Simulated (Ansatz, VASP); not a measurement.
# Two plane-wave programs on TaF3

```
CELL_PARAMETERS angstrom
3.90120 0.00000 0.00000
0.00000 3.90120 0.00000
0.00000 0.00000 3.90120
ATOMIC_POSITIONS crystal
Ta 0.00000 0.00000 0.00000
F 0.00000 0.00000 0.50000
F 0.00000 0.50000 0.00000
F 0.50000 0.00000 0.00000
```

Alike in both runs: functional PBE-based screened hybrid with a share of 0.25 of exact exchange and HFSCREEN = 0.3; k mesh 4 × 4 × 4; occupations fermi-dirac, width 0.05 eV; no spin polarisation.

|  | VASP | Ansatz |
| --- | --- | --- |
| version | VASP 6.6.1 | Ansatz 0.2.0 |
| potentials or method | VASP PAW PBE potentials, release 64 (Ta_pv, F) | Ansatz PAW |
| plane-wave cutoff (eV) | 520 | 420 |
| valence electrons in the cell | 32 | 34 |
| task | single point | band structure |

VASP gave:

* gap on the k mesh at the Fermi level (eV): none
* pressure (GPa): 22.6

Task: Estimate Ansatz's values.

Result: gap on the k mesh at the Fermi level (eV): none; pressure (GPa): 22.4.

VASP's potentials were made for PBE, not for PBE-based screened hybrid. A gap of «none» marks a metal or a gap that the smearing closes. With one functional, cell and mesh, what is left measures potentials, basis and numerics. VASP's potentials hold 32 valence electrons a cell and Ansatz's 34, so a difference there can come from the potentials and not from the codes.

The k mesh is coarse, so the values compare programs but aren't converged. Neither program's run includes spin-orbit coupling.
